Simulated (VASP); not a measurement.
# NbAs (F-43m) in VASP: notebook, part 2 of 2

VASP 6.6.1.

**3. Single point, PBEsol, collinear spin, ferromagnetic start**

This run uses another cell than the first one, of 23.70 Å³/atom, 0.997 times its volume.

Input file INCAR:

```
PREC     = Accurate       # precision mode
ENCUT    = 520            # plane-wave cutoff, eV
EDIFF    = 1E-7           # SCF threshold, eV
ISMEAR   = 0              # smearing method
SIGMA    = 0.1            # smearing width, eV
LREAL    = False          # projectors in reciprocal space
LASPH    = True           # aspherical terms in the spheres
NELM     = 150            # most SCF steps
ALGO     = Normal         # electronic algorithm
ISIF     = 2              # what is computed and relaxed
LWAVE    = False          # write WAVECAR
LCHARG   = False          # write CHGCAR
ISPIN    = 2              # spin polarisation
MAGMOM   = 2.5 0          # initial moments
LORBIT   = 11             # projections on sites
LMAXMIX  = 4              # l up to which the mixer works
GGA      = PS             # functional
NBANDS   = 20             # bands
```

Input file KPOINTS:

```
regular mesh
0
Gamma
  12 12 12
```

Input file POSCAR:

```
NbAs
1.0
    0.0000000000      2.8723581278      2.8723581278
    2.8723581278      0.0000000000      2.8723581278
    2.8723581278      2.8723581278      0.0000000000
Nb As
1 1
Direct
    0.0000000000      0.0000000000      0.0000000000
    0.2500000000      0.2500000000      0.2500000000
```

Potentials or basis: VASP PAW PBE potentials, release 64 (Nb_sv, As).

Command:

```
> cat potpaw_PBE.64/Nb_sv/POTCAR potpaw_PBE.64/As/POTCAR > POTCAR
> mpirun -np 1 vasp_std > vasp.out
```

OUTCAR:

```text
PREC = Accurate
   ENCUT = 520
   EDIFF = 1E-7
   ISMEAR = 0
   LREAL = False
   LASPH = True
   NELM = 150
   ISIF = 2
   ISPIN = 2
   LORBIT = 11
   GGA = PS

 ion  position               nearest neighbor table
   1  0.000  0.000  0.000-   2 2.49   2 2.49   2 2.49   2 2.49
   2  0.250  0.250  0.250-   1 2.49   1 2.49   1 2.49   1 2.49

  LATTYP: Found a face centered cubic cell.
 ALAT       =     5.7447162556

  Lattice vectors:

 A1 = (   0.0000000000,   2.8723581278,   2.8723581278)
 A2 = (   2.8723581278,   0.0000000000,   2.8723581278)
 A3 = (   2.8723581278,   2.8723581278,   0.0000000000)

Analysis of symmetry for initial positions (statically):
=====================================================================
 Subroutine PRICEL returns:
 Original cell was already a primitive cell.

 Routine SETGRP: Setting up the symmetry group for a
 face centered cubic supercell.

 Subroutine GETGRP returns: Found 24 space group operations
 (whereof 24 operations were pure point group operations)
[... 749 lines left out ...]
      5      -5.8277      1.00000
      6       2.5134      1.00000
[... 541 lines left out ...]
     19      19.6190      0.00000
     20      19.6542      0.00000

 [... further k-points ...]

------------------------ aborting loop because EDIFF is reached ----------------------------------------

  FORCE on cell =-STRESS in cart. coord.  units (eV):
  Direction    XX          YY          ZZ          XY          YZ          ZX
  --------------------------------------------------------------------------------------
  -------------------------------------------------------------------------------------
  Total        0.0489391      0.0489391      0.0489391      0.0000000     -0.0000000      0.0000000
  in kB        1.6543262      1.6543262      1.6543262      0.0000000     -0.0000000      0.0000000
  external PRESSURE =       1.6543262 kB  Pullay stress =       0.0000000 kB

 VOLUME and BASIS-vectors are now :
 -----------------------------------------------------------------------------
  energy-cutoff  :      520.00
  volume of cell :       47.40
      direct lattice vectors                 reciprocal lattice vectors
     0.000000000  2.872358128  2.872358128    -0.174073001  0.174073001  0.174073001
     2.872358128  0.000000000  2.872358128     0.174073001 -0.174073001  0.174073001
     2.872358128  2.872358128  0.000000000     0.174073001  0.174073001 -0.174073001

 POSITION                                       TOTAL-FORCE (eV/Angst)
 -----------------------------------------------------------------------------------
      0.00000      0.00000      0.00000         0.000000     -0.000000     -0.000000
      1.43618      1.43618      1.43618        -0.000000      0.000000      0.000000
 -----------------------------------------------------------------------------------
    total drift:                                0.000000      0.000000      0.000000

  FREE ENERGIE OF THE ION-ELECTRON SYSTEM (eV)
  ---------------------------------------------------
  free  energy   TOTEN  =       -15.3354113472 eV

  energy  without entropy=      -15.3227486005  energy(sigma->0) =      -15.32907997

 total charge

# of ion       s       p       d       tot
------------------------------------------
    1        2.166   5.978   2.517  10.661
    2        1.216   1.685   0.066   2.967
--------------------------------------------------
tot          3.382   7.662   2.584  13.629

 magnetization (x)

# of ion       s       p       d       tot
------------------------------------------
    1        0.000   0.000   0.000   0.000
    2        0.000   0.000  -0.000   0.000
--------------------------------------------------
tot          0.000   0.000   0.000   0.000
```

OSZICAR:

```text
N       E                     dE             d eps       ncg     rms          rms(c)
DAV:   1     0.137385583093E+03    0.13739E+03   -0.84852E+03  5768   0.817E+02
DAV:   2    -0.865710772124E+01   -0.14604E+03   -0.13874E+03  6940   0.277E+02
DAV:   3    -0.156869267103E+02   -0.70298E+01   -0.68666E+01  8916   0.525E+01
DAV:   4    -0.159084668001E+02   -0.22154E+00   -0.22030E+00  7920   0.842E+00
DAV:   5    -0.159179114171E+02   -0.94446E-02   -0.94382E-02  8380   0.163E+00    0.106E+01
DAV:   6    -0.152370804816E+02    0.68083E+00   -0.19457E+00  8776   0.112E+01    0.335E+00
DAV:   7    -0.153202087417E+02   -0.83128E-01   -0.27626E-01  6948   0.387E+00    0.215E+00
DAV:   8    -0.153293853687E+02   -0.91766E-02   -0.15747E-02  8160   0.898E-01    0.109E+00
DAV:   9    -0.153334365897E+02   -0.40512E-02   -0.98178E-03  6780   0.621E-01    0.298E-01
DAV:  10    -0.153347922059E+02   -0.13556E-02   -0.27919E-03  7980   0.356E-01    0.136E-01
DAV:  11    -0.153350903902E+02   -0.29818E-03   -0.33840E-04  7872   0.102E-01    0.774E-02
DAV:  12    -0.153353334761E+02   -0.24309E-03   -0.35869E-04  6596   0.108E-01    0.366E-02
DAV:  13    -0.153353590098E+02   -0.25534E-04   -0.42601E-05  8100   0.342E-02    0.241E-02
DAV:  14    -0.153353798107E+02   -0.20801E-04   -0.13011E-05  7224   0.195E-02    0.183E-02
DAV:  15    -0.153354056021E+02   -0.25791E-04   -0.48466E-05  6624   0.345E-02    0.754E-03
DAV:  16    -0.153354110443E+02   -0.54423E-05   -0.19979E-05  7600   0.221E-02    0.206E-03
DAV:  17    -0.153354113360E+02   -0.29161E-06   -0.18459E-06  8144   0.813E-03    0.108E-03
DAV:  18    -0.153354113472E+02   -0.11246E-07   -0.60303E-08  4388   0.151E-03
   1 F= -.15335411E+02 E0= -.15329080E+02  d E =-.126627E-01  mag=     0.0001
```

Wall time 81 s (1 thread of Intel Xeon 6975P-C (Granite Rapids), shared host); peak memory 0.25 GiB.

Results:

- Free energy: -15.3354 eV
- Pressure: 0.2 GPa
- Band gap on the k mesh: zero (filled and empty bands overlap)
- Net moment: 0.00 μB per cell
- Valence electrons inside the program's atomic spheres: Nb 10.66; As 2.97

Caveat: the PAW data sets were made with another functional, which shifts forces and pressure a little.

**4. Single point, PBEsol, collinear spin, ferromagnetic start**

This run uses another cell than the first one, of 23.70 Å³/atom, 0.997 times its volume.

Input file INCAR:

```
SYSTEM = NbAs
PREC = Accurate
ENCUT = 520
EDIFF = 1E-6
ISMEAR = 0
SIGMA = 0.1
LREAL = .False.
LASPH = .True.
NELM = 150
ALGO = Normal
ISIF = 2
LWAVE = .False.
LCHARG = .True.
ISPIN = 2
MAGMOM = 0.18 0
LORBIT = 11
NUPDOWN = 0.25
LMAXMIX = 4
GGA = PS
LELF = .True.
LVHAR = .True.
NBANDS = 20
```

Input file KPOINTS:

```
Automatic mesh
0
Gamma
  12 12 12
  0 0 0
```

POSCAR is that of step 3.

Command:

```
> cat potpaw_PBE.64/Nb_sv/POTCAR potpaw_PBE.64/As/POTCAR > POTCAR
> mpirun -np 1 vasp_std > vasp.out
```

It took 57 s on 1 thread of Intel Xeon 6975P-C (Granite Rapids), shared host; peak memory 0.25 GiB.

The run converged. Its results:

- Free energy: -15.3330 eV
- Pressure: 0.3 GPa
- Net moment: 0.25 μB per cell
- Site moments: Nb +0.20; As -0.01 μB
- Valence electrons inside the program's atomic spheres: Nb 10.66; As 2.97

Caveat: the PAW data sets were made with another functional, which shifts forces and pressure a little; the total moment is fixed, so each spin has its own Fermi level.

**5. Overview**

| task | spin | fixed moment (μB) | cell | cutoff (eV) | gap on the mesh (eV) | pressure (GPa) | moment (μB) |
| --- | --- | --- | --- | --- | --- | --- | --- |
| relaxation of cell and atoms | off | - | relaxed from a = 4.066 Å, angles 60.0°, 2 atoms | 600 | none | 0.0 | - |
| single point | collinear, ferromagnetic start | - | a = 4.062 Å, angles 60.0°, 2 atoms | 520 | none | 0.2 | 0.00 |
| single point | collinear, ferromagnetic start | 0.25 | a = 4.062 Å, angles 60.0°, 2 atoms | 520 | - | 0.3 | 0.25 |

Alike in all rows: level PBEsol; potentials or basis VASP PAW PBE potentials, release 64 (Nb_sv, As); k mesh 12 × 12 × 12; smearing gaussian 0.1 eV.

Caveats: the PAW data sets were made with another functional, which shifts forces and pressure a little; the total moment is fixed, so each spin has its own Fermi level (some runs).

Total energies depend on the potentials used, so only differences within one code and one set of settings carry meaning.
